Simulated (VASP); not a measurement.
A run of VASP 6.6.1:

The input INCAR:

```
SYSTEM = CoSi16
PREC     = Accurate       ! precision mode
ENCUT    = 520            ! plane-wave cutoff, eV
EDIFF    = 1E-6           ! SCF threshold, eV
ISMEAR   = 0              ! smearing method
SIGMA    = 0.02           ! smearing width, eV
LREAL    = Auto         
LASPH    = .TRUE.         ! aspherical terms in the spheres
NELM     = 150            ! most SCF steps
ALGO     = Normal         ! electronic algorithm
ISIF     = 2              ! what is computed and relaxed
LWAVE    = .FALSE.        ! write WAVECAR
LCHARG   = .FALSE.        ! write CHGCAR
ISPIN    = 2              ! spin polarisation
MAGMOM   = 0 0 0 0 0 0 0 0 0 0 0 0 0 0 0 0 3 ! initial moments
LORBIT   = 11             ! projections on sites
LMAXMIX  = 4              ! l up to which the mixer works
GGA      = PE             ! functional
IBRION   = 2              ! ionic algorithm
NSW      = 80             ! ionic steps
EDIFFG   = -0.02          ! ionic threshold
KPAR     = 2
```

Contents of KPOINTS:

```
regular mesh
0
G
  2 2 2
  0 0 0
```

Contents of POSCAR:

```
CoSi16
1.0
    0.0000000000      5.4700937627     -5.4700937627
    5.4700937627      5.4700937627      0.0000000000
    5.4700937627      0.0000000000     -5.4700937627
Si Co
16 1
Direct
    0.1250000000      0.1250000000      0.1250000000
    0.1250000000      0.6250000000      0.1250000000
    0.6250000000      0.1250000000      0.1250000000
    0.6250000000      0.6250000000      0.1250000000
    0.1250000000      0.1250000000      0.6250000000
    0.1250000000      0.6250000000      0.6250000000
    0.6250000000      0.1250000000      0.6250000000
    0.6250000000      0.6250000000      0.6250000000
    0.2500000000      0.7500000000      0.2500000000
    0.2500000000      0.2500000000      0.2500000000
    0.7500000000      0.7500000000      0.2500000000
    0.7500000000      0.2500000000      0.2500000000
    0.2500000000      0.7500000000      0.7500000000
    0.2500000000      0.2500000000      0.7500000000
    0.7500000000      0.7500000000      0.7500000000
    0.7500000000      0.2500000000      0.7500000000
   -0.0160091094      0.0091947857      0.0155291152
```

Potentials or basis: VASP PAW PBE potentials, release 64 (Si, Co).

The run is started by

```console
$ cat potpaw_PBE.64/Si/POTCAR potpaw_PBE.64/Co/POTCAR > POTCAR
$ mpirun -np 4 vasp_std > vasp.out
```

Hardware: 4 MPI ranks on Intel(R) Xeon(R) 6975P-C (Granite Rapids), with other jobs on the host.

Estimate the wall time of this run.

Wall time 10 min on 4 MPI ranks on Intel(R) Xeon(R) 6975P-C (Granite Rapids) (shared host), peak memory 0.49 GiB a rank. Counts: scf iterations 134, k points 8, ion steps 13.
